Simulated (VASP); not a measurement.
**Na: single point with PBE**

Na:

```
CELL_PARAMETERS angstrom
-2.11300 2.11300 2.11300
2.11300 -2.11300 2.11300
2.11300 2.11300 -2.11300
ATOMIC_POSITIONS crystal
Na 0.00000 0.00000 0.00000
```

```json
{"Program": "VASP 6.6.1", "Task": "single point", "Functional": "PBE", "Potentials or basis": "VASP PAW PBE potentials, release 64 (Na_pv)", "Cutoff": "520 eV", "k mesh": "19 × 19 × 19", "Occupations": "fermi-dirac, width 0.0612256 eV", "Spin": "no spin polarisation"}
```

```yaml
Pressure: -0.2 GPa
```

Levels at points of the mesh, in eV from the Fermi level:
| k point | band 1 | band 2 | band 3 | band 4 | band 5 | band 6 | band 7 | band 8 | band 9 |
| --- | --- | --- | --- | --- | --- | --- | --- | --- | --- |
| (0.00, 0.00, 0.00) | -24.92 | -24.92 | -24.92 | -3.25 | 11.61 | 11.61 | 11.61 | 12.60 | 12.60 |

Run time: 19 s on 1 thread of Intel(R) Xeon(R) 6975P-C (Granite Rapids), with other jobs on the host, peak memory 0.19 GiB.
